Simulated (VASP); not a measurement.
# La2O3 (P-3m1) in VASP: notebook, part 2 of 2

VASP 6.6.1.

## 3. Single point, r2SCAN+D4

This run uses another cell than the first one, of 16.30 Å³/atom.

POSCAR

```
La2O3
1.0
    3.9288556193      0.0000000000      0.0000000000
   -1.9644278097      3.4024887741      0.0000000000
    0.0000000000      0.0000000000      6.0972461482
La O
2 3
Direct
    0.6666666667      0.3333333333      0.7543593063
    0.3333333333      0.6666666667      0.2456406937
    0.6666666667      0.3333333333      0.3536524525
    0.3333333333      0.6666666667      0.6463475475
    0.0000000000      0.0000000000      0.0000000000
```

INCAR.step1

```
  ALGO = Normal
  EDIFF = 1E-4
  ENCUT = 520
  GGA = PE
  ISMEAR = 0
  LASPH = T
  LCHARG = F
  LREAL = F
  LWAVE = T
  NBANDS = 28
  NELM = 80
  PREC = Accurate
  SIGMA = 0.01
```

INCAR.step2

```
  ALGO = Normal
  EDIFF = 1E-6
  ENCUT = 520
  ISIF = 2
  ISMEAR = 0
  ISTART = 1
  IVDW = 13
  LASPH = T
  LCHARG = T
  LELF = T
  LMIXTAU = T
  LREAL = F
  LVHAR = T
  LWAVE = F
  METAGGA = R2SCAN
  NBANDS = 28
  NELM = 80
  PREC = Accurate
  SIGMA = 0.01
  VDW_A1 = 0.51559235
  VDW_A2 = 5.77342911
  VDW_S6 = 1.0
  VDW_S8 = 0.6018749
```

KPOINTS

```
k-points
0
Gamma
  6 6 4
```

Potentials or basis: VASP PAW PBE potentials, release 64 (La, O).

The run is started by

```sh
$ cat potpaw_PBE.64/La/POTCAR potpaw_PBE.64/O/POTCAR > POTCAR
$ cp INCAR.step1 INCAR
$ mpirun -np 1 vasp_std > vasp.out
$ cp INCAR.step2 INCAR
$ mpirun -np 1 vasp_std > vasp.out
```

OUTCAR:

```text
EDIFF = 1E-6
   ENCUT = 520
   ISIF = 2
   ISMEAR = 0
   ISTART = 1
   IVDW = 13
   LASPH = T
   LREAL = F
   METAGGA = R2SCAN
   NELM = 80
   PREC = Accurate

 ion  position               nearest neighbor table
   1  0.667  0.333  0.754-   4 2.36   4 2.36   4 2.36   3 2.44   5 2.72   5 2.72   5 2.72
   2  0.333  0.667  0.246-   3 2.36   3 2.36   3 2.36   4 2.44   5 2.72   5 2.72   5 2.72
   3  0.667  0.333  0.354-   2 2.36   2 2.36   2 2.36   1 2.44
   4  0.333  0.667  0.646-   1 2.36   1 2.36   1 2.36   2 2.44
   5  0.000  0.000  0.000-   1 2.72   2 2.72   1 2.72   2 2.72   1 2.72   2 2.72

  LATTYP: Found a hexagonal cell.
 ALAT       =     3.9288556193
 C/A-ratio  =     1.5519140276

  Lattice vectors:

 A1 = (   3.9288556193,   0.0000000000,   0.0000000000)
 A2 = (  -1.9644278097,   3.4024887741,   0.0000000000)
 A3 = (   0.0000000000,   0.0000000000,   6.0972461482)

Analysis of symmetry for initial positions (statically):
=====================================================================
 Subroutine PRICEL returns:
 Original cell was already a primitive cell.

 Routine SETGRP: Setting up the symmetry group for a
 hexagonal supercell.

 Subroutine GETGRP returns: Found 12 space group operations
 (whereof 12 operations were pure point group operations)
 out of a pool of 24 trial point group operations.

The static configuration has the point symmetry D_3d.

Analysis of symmetry for dynamics (positions and initial velocities):
=====================================================================
 Subroutine PRICEL returns:
 Original cell was already a primitive cell.

 Routine SETGRP: Setting up the symmetry group for a
 hexagonal supercell.

 Subroutine GETGRP returns: Found 12 space group operations
[... 124 lines left out ...]
   EFERMI_NEDOS =   21; number of points for ismear=-14 and -15
   IALGO  =     38    algorithm
   IMIX   =      4    mixing-type and parameters
     AMIX     =   0.40;   BMIX     =  1.00
     AMIX_MAG =   1.60;   BMIX_MAG =  1.00
  volume/ion in A,a.u.               =      16.30       110.01
  Fermi-wavevector in a.u.,A,eV,Ry     =   1.291306  2.440215 22.687339  1.667472
  Thomas-Fermi vector in A             =   2.423084
   LORBIT       =      0    0 simple, 1 ext, 2 COOP (PROOUT), +10 PAW based schemes
   METAGGA = R2SCAN    functional components
   LHFCALC =     F    Hartree Fock is set to
   AEXX    =    0.0000 exact exchange contribution
   IVDW    =    13    specifies the selected vdW correction
   LEPSILON=     F    determine dielectric tensor
   LRPA    =     F    only Hartree local field effects (RPA)
 non-spin polarized calculation
 Gauss-broadening in eV      SIGMA  =   0.01
  energy-cutoff  :      520.00
  volume of cell :       81.51
 maximum number of plane-waves:      2225
 NGX is ok and might be reduce to    30
   NGX = 15   NGY = 15   NGZ = 23

 number of electron      39.9999992 magnetization

 Free energy of the ion-electron system (eV)
  ---------------------------------------------------
  ext. energy  EPLUGINS =         0.00000000
  ---------------------------------------------------
  free energy    TOTEN  =       -96.05665849 eV

  energy without entropy =      -96.05665849  energy(sigma->0) =      -96.05665849

 E-fermi :   5.8212     XC(G=0): -11.1212

 val. band max:        5.7581688428   @ k =   0.5000  -0.0000   0.5000
 cond. band min:      10.0033822354   @ k =   0.3333   0.3333   0.0000
 fundamental gap:      4.2452133926
 Fermi energy:         5.8211766714

 k-point     1 :       0.0000    0.0000    0.0000
  band No.  band energies     occupation
      1     -24.9653      2.00000
      2     -24.7034      2.00000
      3     -12.0736      2.00000
      4     -10.9407      2.00000
      5     -10.4391      2.00000
      6      -7.9600      2.00000
[... 733 lines left out ...]
     27      11.8170      0.00000
     28      11.8452      0.00000

------------------------ aborting loop because EDIFF is reached ----------------------------------------

  DFT-D4 for vdW energy calculation

  Edisp (eV):   -0.46463

  FORCE on cell =-STRESS in cart. coord.  units (eV):
  Direction    XX          YY          ZZ          XY          YZ          ZX
  --------------------------------------------------------------------------------------
  -------------------------------------------------------------------------------------
  Total      -0.26888    -0.26888    -0.20325     0.00000     0.00000    -0.00000
  in kB      -5.28530    -5.28530    -3.99520     0.00000     0.00000    -0.00000
  external pressure =       -4.86 kB  Pullay stress =        0.00 kB

 VOLUME and BASIS-vectors are now :
 -----------------------------------------------------------------------------
  energy-cutoff  :      520.00
  volume of cell :       81.51
      direct lattice vectors                 reciprocal lattice vectors
     3.928855619  0.000000000  0.000000000     0.254527042  0.146951256  0.000000000
    -1.964427810  3.402488774  0.000000000     0.000000000  0.293902513  0.000000000
     0.000000000  0.000000000  6.097246148     0.000000000  0.000000000  0.164008468

 POSITION                                       TOTAL-FORCE (eV/Angst)
 -----------------------------------------------------------------------------------
      1.96443      1.13416      4.59951        -0.000000      0.000000     -0.032462
     -0.00000      2.26833      1.49773         0.000000      0.000000      0.032462
      1.96443      1.13416      2.15631         0.000000     -0.000000     -0.013392
     -0.00000      2.26833      3.94094        -0.000000      0.000000      0.013392
      0.00000      0.00000      0.00000        -0.000000      0.000000     -0.000000
 -----------------------------------------------------------------------------------
    total drift:                               -0.000000      0.000000      0.000000

  FREE ENERGIE OF THE ION-ELECTRON SYSTEM (eV)
  ---------------------------------------------------
  free  energy   TOTEN  =       -96.5212914220 eV

  energy  without entropy=      -96.5212914220  energy(sigma->0) =      -96.52129142
```

It took 5.7 min on 1 thread of Intel Xeon Platinum 8488C (Sapphire Rapids), shared host; peak memory 0.24 GiB.

Results:

| Quantity | Value |
| --- | --- |
| Free energy | -96.5213 eV |
| Pressure | -0.5 GPa |
| Largest force | 0.032 eV/Å |
| Band gap on the k mesh | 4.25 eV (least direct gap 4.36 eV) |
| Dispersion energy per atom | -0.093 eV |

Forces in eV/Å, atoms in the order of the input:
```
La   0.000  0.000 -0.032
La   0.000  0.000  0.032
O    0.000  0.000 -0.013
O    0.000  0.000  0.013
O    0.000  0.000  0.000
```

Stress tensor (GPa, compression positive):
```
-0.53  0.00  0.00
 0.00 -0.53  0.00
 0.00  0.00 -0.40
```

Levels at points of the mesh, in eV from the valence-band top:
```tsv
k point	band 16	band 17	band 18	band 19	band 20	band 21	band 22	band 23	band 24	band 25
(0.00, 0.00, 0.00)	-2.12	-1.66	-0.40	-0.40	-0.13	4.81	5.11	5.11	5.79	6.02
(0.50, 0.00, 0.00)	-0.76	-0.75	-0.68	-0.43	-0.30	4.31	5.28	5.79	5.85	5.93
(0.00, 0.00, 0.50)	-1.93	-1.00	-0.78	-0.30	-0.30	5.25	5.27	5.27	5.56	6.07
(0.50, 0.00, 0.50)	-1.02	-0.96	-0.71	-0.38	0.00	4.94	5.11	5.73	5.85	5.90
```

Caveat: the PAW data sets were made with another functional, which shifts forces and pressure a little; spin-orbit coupling is left out, which moves the levels of the heavy elements. A k mesh can miss the band edges.
